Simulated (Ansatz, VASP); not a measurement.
Sn: VASP beside Ansatz

INCAR

```
PREC     = Accurate       # precision mode
ENCUT    = 500            # plane-wave cutoff, eV
EDIFF    = 1E-6           # SCF threshold, eV
ISMEAR   = -1             # smearing method
SIGMA    = 0.05           # smearing width, eV
LREAL    = False          # projectors in reciprocal space
LASPH    = True           # aspherical terms in the spheres
NELM     = 120            # most SCF steps
ALGO     = Normal         # electronic algorithm
ISIF     = 2              # what is computed and relaxed
LWAVE    = False          # write WAVECAR
LCHARG   = False          # write CHGCAR
GGA      = RP             # functional
NBANDS   = 21             # bands
GGA_COMPAT= False
```

The input KPOINTS:

```
Automatic mesh
0
Gamma
  9 9 9
```

The input POSCAR:

```
Sn
1.0
    0.0000000000      3.2333430000      3.2333430000
    3.2333430000      0.0000000000      3.2333430000
    3.2333430000      3.2333430000      0.0000000000
Sn
2
Direct
    0.0000000000      0.0000000000      0.0000000000
    0.2500000000      0.2500000000      0.2500000000
```

Input for Ansatz:

```yaml
crystal:
  lattice:
    - [0.0, 3.233343, 3.233343]
    - [3.233343, 0.0, 3.233343]
    - [3.233343, 3.233343, 0.0]
  atoms:
    - { symbol: Sn, position: [0.0, 0.0, 0.0] }
    - { symbol: Sn, position: [0.25, 0.25, 0.25] }
basis:
  ecutwfc: 550.0
kpoints:
  mp_grid:
    grid: [9, 9, 9]
hamiltonian:
  xc: rpbe
scf:
  occupations:
    method: fermi_dirac
    width: 0.05
output:
  stress: true
```

Alike in both runs: task single point; functional RPBE; k mesh 9 × 9 × 9; occupations fermi-dirac, width 0.05 eV; no spin polarisation.

|  | VASP | Ansatz |
| --- | --- | --- |
| version | VASP 6.6.1 | Ansatz 0.2.0 |
| potentials or method | VASP PAW PBE potentials, release 64 (Sn_d), cutoff 500 eV | plane waves, PAW |
| valence electrons in the cell | 28 | 28 |

|  | VASP | Ansatz | Ansatz less VASP |
| --- | --- | --- | --- |
| pressure (GPa) | 5.2 | 5.2 | +0.02 |

VASP's potentials were made for PBE, not for RPBE. With one functional, cell and mesh, what is left measures potentials, basis and numerics.
